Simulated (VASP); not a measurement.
Input of a VASP 6.6.1 run:

INCAR

```
SYSTEM = Ge
PREC = Accurate ; ENCUT = 600
EDIFF = 1E-6 ; ISMEAR = 0
SIGMA = 0.1 ; LREAL = .FALSE.
LASPH = .TRUE. ; NELM = 80
ALGO = Normal ; ISIF = 3
LWAVE = .FALSE. ; LCHARG = .FALSE.
GGA = PS ; IBRION = 2
NSW = 100 ; EDIFFG = -0.005
```

Contents of KPOINTS:

```
Automatic mesh
0
G
  12 12 6
  0 0 0
```

Contents of POSCAR:

```
Ge
1.0
    3.9986409600      0.0000000000      0.0000000000
   -1.9993204800      3.4629246519      0.0000000000
    0.0000000000      0.0000000000      6.5920609005
Ge
4
Direct
    0.6666666667      0.3333333333      0.0627779680
    0.3333333333      0.6666666667      0.5627779680
    0.6666666667      0.3333333333      0.4372220320
    0.3333333333      0.6666666667      0.9372220320
```

Potentials or basis: VASP PAW PBE potentials, release 64 (Ge_d).

Command:

```sh
$ cat potpaw_PBE.64/Ge_d/POTCAR > POTCAR
$ mpirun -np 1 vasp_std > vasp.out
```

**Question.** What does it give for the relaxed volume?

**Answer.** 22.79 Å³/atom.

**Question.** What does it give for the space group after relaxing (to 0.1 Å)?

**Answer.** P6_3/mmc (No. 194).

Forces on the atoms (eV/Å):
```
Ge   0.000  0.000  0.003
Ge   0.000  0.000  0.003
Ge   0.000  0.000 -0.003
Ge   0.000  0.000 -0.003
```

Caveat: the PAW data sets were made with another functional, which shifts forces and pressure a little.
